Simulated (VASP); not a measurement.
Set up this calculation in VASP 6.6.1, as the native input.

```
Task                   : relaxation of shape and atoms at fixed volume
Functional             : PBE
Dispersion             : D3(BJ)
Potentials or basis    : VASP PAW PBE potentials, release 64 (As)
Cutoff                 : 600 eV
k mesh                 : 12 × 12 × 12
Occupations            : gaussian, width 0.1 eV
Spin                   : no spin polarisation
Dipole correction      : no
Further INCAR settings : ALGO = Normal; EDIFF = 1e-06; IBRION = 2; EDIFFG = -0.01; NSW = 50; ISIF = 4
```

The structure of As lies in POSCAR:

```
As
1.0
    1.9107458395      1.1031696248      3.3997950401
   -1.9107458395      1.1031696248      3.3997950401
    0.0000000000     -2.2063392496      3.3997950401
As
2
Direct
    0.7696809754      0.7696809754      0.7696809754
    0.2303190246      0.2303190246      0.2303190246
```

This cell differs from its parent crystal: volume scaled by 1.03.

These files were run (other wordings do the same):

INCAR

```
SYSTEM = As
PREC = Accurate
ENCUT = 600
EDIFF = 1E-6
ISMEAR = 0
SIGMA = 0.1
LREAL = .False.
LASPH = .True.
NELM = 60
ALGO = Normal
ISIF = 4
LWAVE = .False.
LCHARG = .False.
GGA = PE
IVDW = 12
IBRION = 2
NSW = 50
EDIFFG = -0.01
```

KPOINTS

```
Automatic mesh
0
Gamma
  12 12 12
  0 0 0
```

Potentials or basis: VASP PAW PBE potentials, release 64 (As).

Run with:

```bash
$ cat potpaw_PBE.64/As/POTCAR > POTCAR
$ mpirun -np 1 vasp_std > vasp.out
```

Results of the run:

| Quantity | Value |
| --- | --- |
| Energy gained by relaxing | 0.9 meV/atom |
| Ionic steps | 6 |
| Pressure after relaxing | -1.3 GPa |
| Band gap on the k mesh | zero (band 5 reaches 5.45 eV, above the bottom of band 6 at 5.13 eV) |
| Dispersion energy per atom | -0.421 eV |

Caveat: pairwise dispersion overbinds metals, which lowers pressure and volume.

Run time: 6.4 min on 1 thread of AMD EPYC 7R13 (shared host), peak memory 0.22 GiB.
